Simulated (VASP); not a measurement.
Crystal: SrCa3.

```
Sr Ca
1.0
     5.71677    0.00000    0.00000
     0.00000    5.71677    0.00000
     0.00000    0.00000    5.71677
Sr Ca
1 3
Direct
  0.00000 0.00000 0.00000
  0.00000 0.50000 0.50000
  0.50000 0.00000 0.50000
  0.50000 0.50000 0.00000
```

```yaml
Program: VASP 6.6.1
Task: relaxation of volume and atoms at fixed shape
Functional: LDA
Potentials_or_basis: VASP PAW LDA potentials, release 64 (Sr_sv, Ca_sv)
Cutoff: 600 eV
k_mesh: 8 × 8 × 8
Occupations: fermi-dirac, width 0.05 eV
Spin: no spin polarisation
```

At the start: pressure -2.0 GPa; volume 46.71 Å³/atom.

Problem. Where does the relaxation end?

Solution. Over 4 steps the energy falls by 41.9 meV/atom and the volume is 40.54 Å³/atom (-13.2 %); space group Pm-3m (No. 221, to 0.05 Å).

Step by step:
```csv
step,energy change (eV),largest force (eV/Å),pressure (GPa),volume (Å³)
1,0.0000,0.0000,-1.97,186.83
2,-0.1392,0.0000,-0.91,171.73
3,-0.1672,0.0000,-0.11,163.21
4,-0.1675,0.0000,0.00,162.16
```

Final structure:
```
Sr Ca
1.0
     5.45317    0.00000    0.00000
     0.00000    5.45317    0.00000
     0.00000    0.00000    5.45317
Sr Ca
1 3
Direct
  0.00000 0.00000 0.00000
  0.00000 0.50000 0.50000
  0.50000 0.00000 0.50000
  0.50000 0.50000 0.00000
```
